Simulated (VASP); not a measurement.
# GaP2 (R-3m) in VASP: single point with PBE

Aim: the single point of GaP2 with PBE.

Everything below comes from runs of VASP 6.6.1. Logs are shortened: lines on timing, memory, paths and dates and some standing lists are left out, and cuts for length are marked.

## 1. The cell of the first run

The structure is trigonal, space group R-3m (No. 166). Conventional cell: a = 3.826 Å, b = 3.826 Å, c = 29.955 Å, α = 90.00°, β = 90.00°, γ = 120.00°. Within 3.1 Å of Ga (site symmetry 3m) lie 4 P at 2.32 to 2.49 Å. P (site symmetry 3m) has 3 P at 2.37 Å and 1 Ga at 2.49 Å within 3.1 Å. Within 3.1 Å of P (site symmetry 3m) lie 3 Ga at 2.32 Å.

## 2. Single point, PBE

The input, INCAR:

```
ALGO = Normal
EDIFF = 1E-7
ENCUT = 520
GGA = PE
ISIF = 2
ISMEAR = 0
LASPH = T
LCHARG = F
LREAL = F
LWAVE = F
NBANDS = 32
NELM = 60
PREC = Accurate
SIGMA = 0.2
```

The input, KPOINTS:

```
k-points
0
Gamma
  5 5 5
```

The input, POSCAR:

```
GaP2
1.0
    1.9131310454      1.1045467241      9.9849611934
   -1.9131310454      1.1045467241      9.9849611934
    0.0000000000     -2.2090934481      9.9849611934
Ga P
2 4
Direct
    0.2637763043      0.2637763043      0.2637763043
    0.7362236957      0.7362236957      0.7362236957
    0.1808022172      0.1808022172      0.1808022172
    0.8191977828      0.8191977828      0.8191977828
    0.6202758302      0.6202758302      0.6202758302
    0.3797241698      0.3797241698      0.3797241698
```

Potentials or basis: VASP PAW PBE potentials, release 64 (Ga_d, P).

Launch:

```bash
cat potpaw_PBE.64/Ga_d/POTCAR potpaw_PBE.64/P/POTCAR > POTCAR
mpirun -np 1 vasp_std > vasp.out
```

OUTCAR:

```text
EDIFF = 1E-7
   ENCUT = 520
   GGA = PE
   ISIF = 2
   ISMEAR = 0
   LASPH = T
   LREAL = F
   NELM = 60
   PREC = Accurate

 ion  position               nearest neighbor table
   1  0.264  0.264  0.264-   5 2.32   5 2.32   5 2.32   3 2.49
   2  0.736  0.736  0.736-   6 2.32   6 2.32   6 2.32   4 2.49
   3  0.181  0.181  0.181-   4 2.37   4 2.37   4 2.37   1 2.49
   4  0.819  0.819  0.819-   3 2.37   3 2.37   3 2.37   2 2.49
   5  0.620  0.620  0.620-   1 2.32   1 2.32   1 2.32
   6  0.380  0.380  0.380-   2 2.32   2 2.32   2 2.32

  LATTYP: Found a trigonal (rhomboedric) cell.
 ALAT       =    10.2264140292
 COS(alpha) =     0.9300040857

  Lattice vectors:

 A1 = (   1.9131310454,   1.1045467241,   9.9849611934)
 A2 = (  -1.9131310454,   1.1045467241,   9.9849611934)
 A3 = (   0.0000000000,  -2.2090934481,   9.9849611934)

Analysis of symmetry for initial positions (statically):
=====================================================================
 Subroutine PRICEL returns:
 Original cell was already a primitive cell.

 Routine SETGRP: Setting up the symmetry group for a
 trigonal (rhombohedral) supercell.

 Subroutine GETGRP returns: Found 12 space group operations
 (whereof 12 operations were pure point group operations)
 out of a pool of 12 trial point group operations.

The static configuration has the point symmetry D_3d.

Analysis of symmetry for dynamics (positions and initial velocities):
=====================================================================
 Subroutine PRICEL returns:
 Original cell was already a primitive cell.

 Routine SETGRP: Setting up the symmetry group for a
 trigonal (rhombohedral) supercell.

 Subroutine GETGRP returns: Found 12 space group operations
 (whereof 12 operations were pure point group operations)
 out of a pool of 12 trial point group operations.

The dynamic configuration has the point symmetry D_3d.

 Subroutine INISYM returns: Found 12 space group operations
 (whereof 12 operations are pure point group operations),
 and found     1 'primitive' translations

----------------------------------------------------------------------------------------

                                     Primitive cell

  volume of cell :     126.5979

  direct lattice vectors                    reciprocal lattice vectors
     1.913131045  1.104546724  9.984961193     0.261351673  0.150891459  0.033383538
    -1.913131045  1.104546724  9.984961193    -0.261351673  0.150891459  0.033383538
     0.000000000 -2.209093448  9.984961193     0.000000000 -0.301782918  0.033383538

  length of vectors
    10.226414029 10.226414029 10.226414029     0.303623764  0.303623764  0.303623764

  position of ions in fractional coordinates (direct lattice)
     0.263776304  0.263776304  0.263776304
     0.736223696  0.736223696  0.736223696
     0.180802217  0.180802217  0.180802217
     0.819197783  0.819197783  0.819197783
     0.620275830  0.620275830  0.620275830
     0.379724170  0.379724170  0.379724170

  ion indices of the primitive-cell ions
   primitive index   ion index
                 1           1
                 2           2
                 3           3
                 4           4
                 5           5
                 6           6

----------------------------------------------------------------------------------------

 KPOINTS: k-points

Automatic generation of k-mesh.
 Grid dimensions read from file:
 generate k-points for:    5    5    5

 Generating k-lattice:

  Cartesian coordinates                     Fractional coordinates (reciprocal lattice)
     0.052270335  0.030178292  0.006676708     0.200000000  0.000000000  0.000000000
    -0.052270335  0.030178292  0.006676708     0.000000000  0.200000000  0.000000000
     0.000000000 -0.060356584  0.006676708     0.000000000  0.000000000  0.200000000

  Length of vectors
     0.060724753  0.060724753  0.060724753

  Shift w.r.t. Gamma in fractional coordinates (k-lattice)
     0.000000000  0.000000000  0.000000000

 Subroutine IBZKPT returns following result:
 ===========================================

 Found     19 irreducible k-points:

 Following reciprocal coordinates:
            Coordinates               Weight
  0.000000  0.000000  0.000000      1.000000
  0.200000  0.000000  0.000000      6.000000
  0.400000  0.000000  0.000000      6.000000
  0.200000  0.200000  0.000000      6.000000
  0.400000  0.200000  0.000000     12.000000
 -0.400000  0.200000 -0.000000     12.000000
[... 11 lines left out ...]
  0.400000  0.400000  0.400000      2.000000
 -0.400000  0.400000  0.400000      6.000000
   k-points           NKPTS =     19   k-points in BZ     NKDIM =     19   number of bands    NBANDS=     32
   number of dos      NEDOS =    301   number of ions     NIONS =      6
   total plane-waves  NPLWV = 512000
   dimension x,y,z NGX =    80 NGY =   80 NGZ =   80
   dimension x,y,z NGXF=   160 NGYF=  160 NGZF=  160
   ions per type =               2   4
   NGX,Y,Z   is equivalent  to a cutoff of  13.01, 13.01, 13.01 a.u.
   NGXF,Y,Z  is equivalent  to a cutoff of  26.01, 26.01, 26.01 a.u.
 SYSTEM =  unknown system
   PREC   = accura    normal or accurate (medium, high low for compatibility)
   ISTART =      0    job   : 0-new  1-cont  2-samecut
   ICHARG =      2    charge: 1-file 2-atom 10-const
   ISPIN  =      1    spin polarized calculation?
   LNONCOLLINEAR =      F non collinear calculations
   LSORBIT =      F    spin-orbit coupling
   LASPH  =      T    aspherical Exc in radial PAW
   ENCUT  =  520.0 eV  38.22 Ry    6.18 a.u.  19.01 19.01 19.01*2*pi/ulx,y,z
   NELM   =     60;   NELMIN=  2; NELMDL= -5     # of ELM steps
   EDIFF  = 0.1E-06   stopping-criterion for ELM
   LREAL  =      F    real-space projection
   EDIFFG = 0.1E-05   stopping-criterion for IOM
   NSW    =      0    number of steps for IOM
   IBRION =     -1    ionic relax: 0-MD 1-quasi-New 2-CG
   NFREE  =      0    steps in history (QN), initial steepest desc. (CG)
   ISIF   =      2    stress and relaxation
   ISYM   =      2    0-nonsym 1-usesym 2-fastsym
   POTIM  = 0.5000    time-step for ionic-motion
   TEBEG  =    0.0;   TEEND  =   0.0 temperature during run
   PSTRESS=    0.0 pullay stress
   NELECT =      46.0000    total number of electrons
   NUPDOWN=      -1.0000    fix difference up-down
   EMIN   =  10.00;   EMAX   =-10.00  energy-range for DOS
   EFERMI =   0.00;   METHOD = LEGACY
   ISMEAR =     0;   SIGMA  =   0.20  broadening in eV -4-tet -1-fermi 0-gaus
   EFERMI_NEDOS =   21; number of points for ismear=-14 and -15
   IALGO  =     38    algorithm
   IMIX   =      4    mixing-type and parameters
     AMIX     =   0.40;   BMIX     =  1.00
     AMIX_MAG =   1.60;   BMIX_MAG =  1.00
  volume/ion in A,a.u.               =      21.10       142.39
  Fermi-wavevector in a.u.,A,eV,Ry     =   1.168204  2.207585 18.567873  1.364700
  Thomas-Fermi vector in A             =   2.304694
   LORBIT       =      0    0 simple, 1 ext, 2 COOP (PROOUT), +10 PAW based schemes
   GGA     = PE    functional components
   LHFCALC =     F    Hartree Fock is set to
   AEXX    =    0.0000 exact exchange contribution
   IVDW    =     0    specifies the selected vdW correction
   LEPSILON=     F    determine dielectric tensor
   LRPA    =     F    only Hartree local field effects (RPA)
 non-spin polarized calculation
 Gauss-broadening in eV      SIGMA  =   0.20
  energy-cutoff  :      520.00
  volume of cell :      126.60
 maximum number of plane-waves:      3428
 NGX is ok and might be reduce to    80
   NGX = 37   NGY = 37   NGZ = 37

 number of electron      46.0000002 magnetization

 Free energy of the ion-electron system (eV)
  ---------------------------------------------------
  ext. energy  EPLUGINS =         0.00000000
  ---------------------------------------------------
  free energy    TOTEN  =       -27.10124206 eV

  energy without entropy =      -27.04488547  energy(sigma->0) =      -27.07306376

 E-fermi :   4.4819     XC(G=0):  -9.5886

 val. band max:        4.4146415005   @ k =   0.4000   0.4000   0.4000
 cond. band min:       4.5220485036   @ k =   0.2000   0.0000   0.0000
 fundamental gap:      0.1074070031
 Fermi energy:         4.4818614922

 k-point     1 :       0.0000    0.0000    0.0000
  band No.  band energies     occupation
      1     -10.0897      2.00000
      2     -10.0068      2.00000
      3      -9.9157      2.00000
      4      -9.9157      2.00000
      5      -9.9136      2.00000
      6      -9.9136      2.00000
[... 24 lines left out ...]
     31       9.6011      0.00000
     32       9.6011      0.00000

 k-point     2 :       0.2000    0.0000    0.0000
  band No.  band energies     occupation
      1     -10.0371      2.00000
      2     -10.0017      2.00000
      3      -9.9367      2.00000
      4      -9.9251      2.00000
      5      -9.9060      2.00000
      6      -9.9036      2.00000
[... 24 lines left out ...]
     31      10.0906      0.00000
     32      10.1912      0.00000

 k-point     3 :       0.4000    0.0000    0.0000
  band No.  band energies     occupation
      1     -10.0114      2.00000
      2     -10.0072      2.00000
      3      -9.9444      2.00000
      4      -9.9318      2.00000
      5      -9.8961      2.00000
      6      -9.8936      2.00000
[... 24 lines left out ...]
     31      10.9282      0.00000
     32      11.2572      0.00000

 k-point     4 :       0.2000    0.2000    0.0000
  band No.  band energies     occupation
      1     -10.0376      2.00000
      2     -10.0012      2.00000
      3      -9.9370      2.00000
      4      -9.9248      2.00000
      5      -9.9061      2.00000
      6      -9.9036      2.00000
[... 479 lines left out ...]
     31      10.6571      0.00000
     32      11.4062      0.00000

 k-point    18 :       0.4000    0.4000    0.4000
  band No.  band energies     occupation
      1     -10.0920      2.00000
      2     -10.0030      2.00000
      3      -9.9156      2.00000
      4      -9.9156      2.00000
      5      -9.9137      2.00000
      6      -9.9137      2.00000
[... 24 lines left out ...]
     31       9.3747      0.00000
     32       9.3747      0.00000

 k-point    19 :      -0.4000    0.4000    0.4000
  band No.  band energies     occupation
      1     -10.0416      2.00000
      2      -9.9966      2.00000
      3      -9.9337      2.00000
      4      -9.9279      2.00000
      5      -9.9059      2.00000
      6      -9.9037      2.00000
[... 24 lines left out ...]
     31      10.2330      0.00000
     32      10.2340      0.00000

------------------------ aborting loop because EDIFF is reached ----------------------------------------

  FORCE on cell =-STRESS in cart. coord.  units (eV):
  Direction    XX          YY          ZZ          XY          YZ          ZX
  --------------------------------------------------------------------------------------
  -------------------------------------------------------------------------------------
  Total       -0.1180224     -0.1180224      0.0198498      0.0000000      0.0000000      0.0000000
  in kB       -1.4936497     -1.4936497      0.2512115      0.0000000      0.0000000      0.0000000
  external PRESSURE =      -0.9120293 kB  Pullay stress =       0.0000000 kB

 VOLUME and BASIS-vectors are now :
 -----------------------------------------------------------------------------
  energy-cutoff  :      520.00
  volume of cell :      126.60
      direct lattice vectors                 reciprocal lattice vectors
     1.913131045  1.104546724  9.984961193     0.261351673  0.150891459  0.033383538
    -1.913131045  1.104546724  9.984961193    -0.261351673  0.150891459  0.033383538
     0.000000000 -2.209093448  9.984961193     0.000000000 -0.301782918  0.033383538

 POSITION                                       TOTAL-FORCE (eV/Angst)
 -----------------------------------------------------------------------------------
      0.00000      0.00000      7.90139         0.000000      0.000000      0.033458
      0.00000      0.00000     22.05350         0.000000     -0.000000     -0.033458
      0.00000      0.00000      5.41591         0.000000     -0.000000     -0.033787
      0.00000      0.00000     24.53897         0.000000      0.000000      0.033787
      0.00000      0.00000     18.58029         0.000000     -0.000000     -0.002572
      0.00000      0.00000     11.37459         0.000000      0.000000      0.002572
 -----------------------------------------------------------------------------------
    total drift:                                0.000000     -0.000000      0.000000

  FREE ENERGIE OF THE ION-ELECTRON SYSTEM (eV)
  ---------------------------------------------------
  free  energy   TOTEN  =       -27.1012420555 eV

  energy  without entropy=      -27.0448854740  energy(sigma->0) =      -27.07306376
```

Run time: 4.4 min. Hardware: 1 thread of Intel Xeon 6975P-C (Granite Rapids), shared host; peak memory 0.89 GiB.

Results:

| Item | Value |
| --- | --- |
| Free energy | -27.1012 eV |
| Pressure | -0.1 GPa |
| Largest force | 0.034 eV/Å |
| Band gap on the k mesh | zero (bands 23 and 24 overlap by 0.14 eV) |

Forces on the atoms (eV/Å):
```
Ga   0.000  0.000  0.033
Ga   0.000  0.000 -0.033
P    0.000  0.000 -0.034
P    0.000  0.000  0.034
P    0.000  0.000 -0.003
P    0.000  0.000  0.003
```

Caveat: the k points lie up to 0.38 Å⁻¹ apart; semilocal functionals underestimate gaps, and a narrow one can read as zero.

The gap in the log of VASP goes by the Fermi energy; the results here count the filled bands.